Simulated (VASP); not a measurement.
# Al5Si3C3N5 (P1) in VASP: further runs, part 2 of 2

VASP 6.6.1. The steps go on from the part before.

### 3 Single point, PBEsol

File INCAR:

```
PREC = Accurate ; ENCUT = 520
EDIFF = 1E-6 ; ISMEAR = -1
SIGMA = 0.05 ; LREAL = Auto
LASPH = True ; NELM = 100
ALGO = Normal ; ISIF = 2
LWAVE = False ; LCHARG = True
GGA = PS ; LELF = True
LVHAR = True ; NBANDS = 46
```

File KPOINTS:

```
regular mesh
0
Gamma
  1 1 2
```

File POSCAR:

```
Al5Si3C3N5
1.0
    6.1989050000      0.0000000000      0.0000000000
    0.0000000000      5.3684090000      0.0000000000
    0.0000000000      0.0000000000      5.0078640000
Al Si C N
5 3 3 5
Direct
    0.2301500000      0.1755250000      0.4999930000
    0.0150940000      0.6620220000      0.4788340000
    0.5144220000      0.6915890000      0.4951380000
    0.9943430000      0.3288400000      0.9900230000
    0.2756240000      0.8175540000      0.0005340000
    0.7629060000      0.1665760000      0.4785710000
    0.4925680000      0.3192140000      0.9935450000
    0.7502720000      0.8369580000      0.0059110000
    0.9738930000      0.3046300000      0.3893820000
    0.4965190000      0.2834230000      0.3653420000
    0.7424730000      0.1628770000      0.8834790000
    0.2416390000      0.8234980000      0.4312050000
    0.7522240000      0.8166920000      0.3892840000
    0.2401920000      0.1501100000      0.8989860000
    0.9660300000      0.6547040000      0.8633510000
    0.4991330000      0.6122890000      0.8934960000
```

Potentials or basis: VASP PAW PBE potentials, release 64 (Al, Si, C, N).

Run with:

```bash
$ cat potpaw_PBE.64/Al/POTCAR potpaw_PBE.64/Si/POTCAR potpaw_PBE.64/C/POTCAR potpaw_PBE.64/N/POTCAR > POTCAR
$ mpirun -np 1 vasp_std > vasp.out
```

OUTCAR:

```text
PREC = Accurate
   ENCUT = 520
   EDIFF = 1E-6
   ISMEAR = -1
   LREAL = Auto
   LASPH = True
   NELM = 100
   ISIF = 2
   GGA = PS

 ion  position               nearest neighbor table
   1  0.230  0.176  0.500-   9 1.82  10 1.88  12 1.92  14 2.00   6 2.90   2 2.93   4 2.97   4 3.06
                             7 3.06   2 3.06   7 3.11   3 3.14   5 3.17   5 3.17   3 3.28
   2  0.015  0.662  0.479-  12 1.67  13 1.88  15 1.95   9 1.99   1 2.93   5 3.01   8 3.03   4 3.03
                             1 3.06   6 3.09   3 3.10   3 3.11   4 3.13   6 3.13   5 3.18   8 3.25
   3  0.514  0.692  0.495-  13 1.70  12 1.86  16 2.04  10 2.29   8 2.96   5 2.96   6 2.98   5 3.01
                             8 3.05   2 3.10   2 3.11   1 3.14   7 3.20   6 3.21   7 3.21   1 3.28
   4  0.994  0.329  0.990-  14 1.86  15 1.87  11 1.88   9 2.01   6 2.97   1 2.97   2 3.03   8 3.04
                             1 3.06   6 3.06   7 3.09   7 3.11   8 3.12   2 3.13   5 3.15   5 3.25
   5  0.276  0.818  0.001-  16 1.85  14 1.87  12 2.17  15 2.22   8 2.94   3 2.96   7 2.99   2 3.01
                             3 3.01   7 3.01   4 3.15   1 3.17   1 3.17   2 3.18   4 3.25
   6  0.763  0.167  0.479-   9 1.57  10 1.86  13 1.93  11 2.03   1 2.90   8 2.96   4 2.97   3 2.98
                             4 3.06   7 3.06   2 3.09   2 3.13   3 3.21
[... 301 lines left out ...]
     43      14.4123      0.00000
     44      14.5139      0.00000
 [bands above 44 left out]

------------------------ aborting loop because EDIFF is reached ----------------------------------------

  FORCE on cell =-STRESS in cart. coord.  units (eV):
  Direction    XX          YY          ZZ          XY          YZ          ZX
  --------------------------------------------------------------------------------------
  -------------------------------------------------------------------------------------
  Total       31.3226042     -3.8405922     -4.2673621      6.6415715     -4.6995387     -4.8009177
  in kB      301.1309138    -36.9228895    -41.0257917     63.8510923    -45.1806744    -46.1553174
  external PRESSURE =      74.3940775 kB  Pullay stress =       0.0000000 kB

 VOLUME and BASIS-vectors are now :
 -----------------------------------------------------------------------------
  energy-cutoff  :      520.00
  volume of cell :      166.65
      direct lattice vectors                 reciprocal lattice vectors
     6.198905000  0.000000000  0.000000000     0.161318814  0.000000000  0.000000000
     0.000000000  5.368409000  0.000000000     0.000000000  0.186274928  0.000000000
     0.000000000  0.000000000  5.007864000     0.000000000  0.000000000  0.199685934

 POSITION                                       TOTAL-FORCE (eV/Angst)
 -----------------------------------------------------------------------------------
      1.42668      0.94229      2.50390         1.316639     -1.499872      0.727745
      0.09357      3.55400      2.39794        -3.973888     -3.021806      1.743340
      3.18885      3.71273      2.47958        -3.457098     -3.977262      1.143326
      6.16384      1.76535      4.95790         0.206544     -0.341951      1.046956
      1.70857      4.38896      0.00267        -2.938940      0.517603      0.687536
      4.72918      0.89425      2.39662        -7.609037     -3.009128      3.072318
[... 8 lines left out ...]
      5.98833      3.51472      4.32354         1.521227      1.997458      1.669421
      3.09408      3.28702      4.47451         0.708126      5.158636     -0.981547
 -----------------------------------------------------------------------------------
    total drift:                               -0.009720      0.013544     -0.000789

  FREE ENERGIE OF THE ION-ELECTRON SYSTEM (eV)
  ---------------------------------------------------
  free  energy   TOTEN  =      -117.8145406767 eV

  energy  without entropy=     -117.8145406766  energy(sigma->0) =     -117.81454068
```

OSZICAR:

```text
N       E                     dE             d eps       ncg     rms          rms(c)
DAV:   1     0.214692100062E+03    0.21469E+03   -0.29246E+04   184   0.125E+03
DAV:   2    -0.114864785019E+03   -0.32956E+03   -0.31444E+03   240   0.238E+02
DAV:   3    -0.137330180394E+03   -0.22465E+02   -0.22313E+02   224   0.647E+01
DAV:   4    -0.137638930499E+03   -0.30875E+00   -0.30807E+00   224   0.844E+00
DAV:   5    -0.137645110538E+03   -0.61800E-02   -0.61787E-02   218   0.115E+00    0.257E+01
DAV:   6    -0.118296394506E+03    0.19349E+02   -0.60265E+01   224   0.298E+01    0.108E+01
DAV:   7    -0.117971705990E+03    0.32469E+00   -0.51652E+00   232   0.948E+00    0.566E+00
DAV:   8    -0.117844559371E+03    0.12715E+00   -0.41833E-01   226   0.297E+00    0.233E+00
DAV:   9    -0.117814078805E+03    0.30481E-01   -0.60280E-02   232   0.131E+00    0.389E-01
DAV:  10    -0.117814373090E+03   -0.29429E-03   -0.11402E-02   224   0.522E-01    0.260E-01
DAV:  11    -0.117814478153E+03   -0.10506E-03   -0.13276E-03   224   0.204E-01    0.124E-01
DAV:  12    -0.117814535598E+03   -0.57444E-04   -0.31793E-04   232   0.930E-02    0.326E-02
DAV:  13    -0.117814541660E+03   -0.60625E-05   -0.48071E-05   208   0.321E-02    0.144E-02
DAV:  14    -0.117814540525E+03    0.11349E-05   -0.54231E-06   224   0.144E-02    0.673E-03
DAV:  15    -0.117814540677E+03   -0.15146E-06   -0.17703E-06   144   0.742E-03
   1 F= -.11781454E+03 E0= -.11781454E+03  d E =-.888601E-10
```

stdout:

```text
POSCAR found type information on POSCAR AlSiC N
 POSCAR found :  4 types and      16 ions
 scaLAPACK will be used
 -----------------------------------------------------------------------------
|                                                                             |
|                                                                             |
|     You enforced a specific xc type in the INCAR file but a different       |
|     I HOPE YOU KNOW WHAT YOU ARE DOING!                                     |
|                                                                             |
 -----------------------------------------------------------------------------

 LDA part: xc-table for (Slater+PW92), standard interpolation
 POSCAR, INCAR and KPOINTS ok, starting setup
 FFT: planning ... GRIDC
 FFT: planning ... GRID_SOFT
 FFT: planning ... GRID
 WAVECAR not read
 entering main loop
```

Wall time 26 s (1 thread of Intel Xeon Platinum 8559C (Emerald Rapids), shared host); peak memory 0.25 GiB.

Results:

| Item | Value |
| --- | --- |
| Free energy | -117.8145 eV |
| Pressure | 7.4 GPa |
| Largest force | 8.740 eV/Å |
| Band gap on the k mesh | 2.42 eV, direct |

Forces in eV/Å, atoms in the order of the input:
```
Al   1.317 -1.500  0.728
Al  -3.974 -3.022  1.743
Al  -3.457 -3.977  1.143
Al   0.207 -0.342  1.047
Al  -2.939  0.518  0.688
Si  -7.609 -3.009  3.072
Si  -0.262 -4.057  2.494
Si   0.890 -1.118 -0.026
C    6.078  4.609 -2.473
C    1.079  2.005 -0.488
C   -2.173 -2.763 -1.966
N    4.099  1.207 -2.481
N    2.374  2.894 -3.449
N    2.141  1.400 -0.720
N    1.521  1.997  1.669
N    0.708  5.159 -0.982
```

Caveat: the k points lie up to 1.17 Å⁻¹ apart; the PAW data sets were made with another functional, which shifts forces and pressure a little.

### 4 Single point, PBEsol

File INCAR:

```
SYSTEM = Al5Si3C3N5
ALGO     = Normal         ! electronic algorithm
EDIFF    = 1E-7           ! SCF threshold, eV
ENCUT    = 520            ! plane-wave cutoff, eV
GGA      = PS             ! functional
ISIF     = 2              ! what is computed and relaxed
ISMEAR   = -1             ! smearing method
LASPH    = .TRUE.         ! aspherical terms in the spheres
LCHARG   = .FALSE.        ! write CHGCAR
LREAL    = Auto         
LWAVE    = .FALSE.        ! write WAVECAR
NBANDS   = 46             ! bands
NELM     = 100            ! most SCF steps
PREC     = Accurate       ! precision mode
SIGMA    = 0.05           ! smearing width, eV
```

File KPOINTS:

```
Automatic mesh
0
Gamma
  2 2 2
  0.5 0.5 0.5
```

POSCAR is that of step 3.

Run with:

```bash
$ cat potpaw_PBE.64/Al/POTCAR potpaw_PBE.64/Si/POTCAR potpaw_PBE.64/C/POTCAR potpaw_PBE.64/N/POTCAR > POTCAR
$ mpirun -np 1 vasp_std > vasp.out
```

It took 41 s on 1 thread of Intel Xeon Platinum 8559C (Emerald Rapids), shared host; peak memory 0.26 GiB.

Results (log left out):

| Quantity | Value |
| --- | --- |
| Free energy | -119.2795 eV |
| Pressure | 8.7 GPa |
| Largest force | 8.896 eV/Å |
| Band gap on the k mesh | 3.11 eV, direct |

Forces in eV/Å, atoms in the order of the input:
```
Al   1.380 -1.771  0.968
Al  -4.024 -3.200  1.668
Al  -3.382 -4.237  1.190
Al   0.172 -0.064  1.310
Al  -2.867  0.609  0.836
Si  -7.637 -3.142  3.309
Si  -0.193 -4.084  2.465
Si   0.817 -1.164  0.022
C    5.909  5.189 -2.948
C    1.199  2.553 -0.223
C   -1.966 -2.981 -2.112
N    3.967  1.502 -2.865
N    2.496  2.814 -3.297
N    2.013  0.897 -1.023
N    1.103  1.752  1.840
N    1.013  5.327 -1.139
```

Stress tensor (GPa, compression positive):
```
22.50  6.29 -4.59
 6.29  6.01 -4.67
-4.59 -4.67 -2.38
```

Levels at points of the mesh, in eV from the valence-band top:
| k point | band 29 | band 30 | band 31 | band 32 | band 33 | band 34 | band 35 | band 36 |
| --- | --- | --- | --- | --- | --- | --- | --- | --- |
| (0.25, 0.25, 0.25) | -0.83 | -0.67 | -0.45 | -0.10 | 3.19 | 3.72 | 4.21 | 4.61 |

Caveat: the k points lie up to 0.63 Å⁻¹ apart; the PAW data sets were made with another functional, which shifts forces and pressure a little. A k mesh can miss the band edges.

### 5 Single point, PBEsol

File INCAR:

```
SYSTEM = Al5Si3C3N5
  ALGO = Normal
  EDIFF = 1E-7
  ENCUT = 520
  GGA = PS
  ISIF = 2
  ISMEAR = -5
  LASPH = .TRUE.
  LCHARG = .FALSE.
  LREAL = Auto
  LWAVE = .FALSE.
  NBANDS = 46
  NELM = 60
  PREC = Accurate
  SIGMA = 0.05
```

KPOINTS is that of step 4.

POSCAR is that of step 4.

Run with:

```bash
$ cat potpaw_PBE.64/Al/POTCAR potpaw_PBE.64/Si/POTCAR potpaw_PBE.64/C/POTCAR potpaw_PBE.64/N/POTCAR > POTCAR
$ mpirun -np 1 vasp_std > vasp.out
```

Run time: 48 s. Hardware: 1 thread of Intel Xeon Platinum 8559C (Emerald Rapids), shared host; peak memory 0.26 GiB.

The run converged. Its results:

```
Free energy            : -119.2795 eV
Pressure               : 8.7 GPa
Largest force          : 8.896 eV/Å
Band gap on the k mesh : 3.11 eV, direct
```

Forces on the atoms (eV/Å):
```
Al   1.380 -1.771  0.968
Al  -4.024 -3.200  1.668
Al  -3.382 -4.237  1.190
Al   0.172 -0.064  1.310
Al  -2.867  0.609  0.836
Si  -7.637 -3.142  3.309
Si  -0.193 -4.084  2.465
Si   0.817 -1.164  0.022
C    5.909  5.189 -2.948
C    1.199  2.553 -0.223
C   -1.966 -2.981 -2.112
N    3.967  1.502 -2.865
N    2.496  2.814 -3.297
N    2.013  0.897 -1.023
N    1.103  1.752  1.840
N    1.013  5.327 -1.139
```

Stress tensor (GPa, compression positive):
```
22.50  6.29 -4.59
 6.29  6.01 -4.67
-4.59 -4.67 -2.38
```

Levels at points of the mesh, in eV from the valence-band top:
```tsv
k point	band 29	band 30	band 31	band 32	band 33	band 34	band 35	band 36
(0.25, 0.25, 0.25)	-0.83	-0.67	-0.45	-0.10	3.19	3.72	4.21	4.61
```

Caveat: the k points lie up to 0.63 Å⁻¹ apart; the PAW data sets were made with another functional, which shifts forces and pressure a little.

### 6 Overview

| k mesh | smearing | gap on the mesh (eV) | pressure (GPa) | largest force (eV/Å) |
| --- | --- | --- | --- | --- |
| 1 × 1 × 1, shifted | fermi-dirac 0.05 eV | 3.44 | 8.5 | 9.15 |
| 1 × 1 × 2 | fermi-dirac 0.05 eV | 2.42 | 7.4 | 8.74 |
| 2 × 2 × 2, shifted | fermi-dirac 0.05 eV | 3.11 | 8.7 | 8.90 |
| 2 × 2 × 2, shifted | tetrahedron | 3.11 | 8.7 | 8.90 |

Alike in all rows: task single point; level PBEsol; potentials or basis VASP PAW PBE potentials, release 64 (Al, Si, C, N); no spin polarisation; cell as given; cutoff (eV) 520.

Caveats: all runs use coarse meshes; the PAW data sets were made with another functional, which shifts forces and pressure a little.

Total energies depend on the potentials used, so only differences within one code and one set of settings carry meaning.
